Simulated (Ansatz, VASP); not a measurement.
# AlN in VASP and in Ansatz

INCAR

```
SYSTEM = AlN
  PREC = Accurate
  ENCUT = 520
  EDIFF = 1E-6
  ISMEAR = 0
  SIGMA = 0.05
  LREAL = .FALSE.
  LASPH = .TRUE.
  NELM = 100
  ALGO = Normal
  ISIF = 2
  LWAVE = .FALSE.
  LCHARG = .TRUE.
  GGA = PS
  LELF = .TRUE.
  LVHAR = .TRUE.
  NBANDS = 16
```

The input KPOINTS:

```
Automatic mesh
0
G
  12 12 6
  0 0 0
```

POSCAR

```
AlN
1.0
    3.3121160000      0.0331211600      0.0000000000
   -1.6273742400      2.8518154200      0.0000000000
    0.0000000000      0.0000000000      4.1875630000
Al N
2 2
Direct
    0.3333333333      0.6666666667      0.7500000000
    0.6666666667      0.3333333333      0.2500000000
    0.3333333333      0.6666666667      0.2500000000
    0.6666666667      0.3333333333      0.7500000000
```

Input for Ansatz:

```yaml
crystal:
  lattice:
    - [3.312116, 0.033121160000000004, 0.0]
    - [-1.62737424, 2.85181542, 0.0]
    - [0.0, 0.0, 4.187563]
  atoms:
    - { symbol: Al, position: [0.3333333333333333, 0.6666666666666666, 0.75] }
    - { symbol: Al, position: [0.6666666666666666, 0.3333333333333333, 0.25] }
    - { symbol: "N", position: [0.3333333333333333, 0.6666666666666666, 0.25] }
    - { symbol: "N", position: [0.6666666666666666, 0.3333333333333333, 0.75] }
basis:
  ecutwfc: 520.0
kpoints:
  mp_grid:
    grid: [12, 12, 6]
hamiltonian:
  xc: pbesol
scf:
  occupations:
    method: gaussian
    width: 0.05
output:
  stress: true
```

Alike in both runs: task single point; functional PBEsol; k mesh 12 × 12 × 6; occupations gaussian, width 0.05 eV; no spin polarisation.

|  | VASP | Ansatz |
| --- | --- | --- |
| version | VASP 6.6.1 | Ansatz 0.2.0 |
| potentials or method | VASP PAW PBE potentials, release 64 (Al, N), cutoff 520 eV | plane waves, PAW |
| valence electrons in the cell | 16 | 16 |

|  | VASP | Ansatz | Ansatz less VASP |
| --- | --- | --- | --- |
| pressure (GPa) | -3.5 | -3.4 | +0.07 |
| traceless stress, the component that is largest in VASP (GPa) | -3.31 | -3.27 | +0.039 |

VASP's potentials were made for PBE, not for PBEsol.
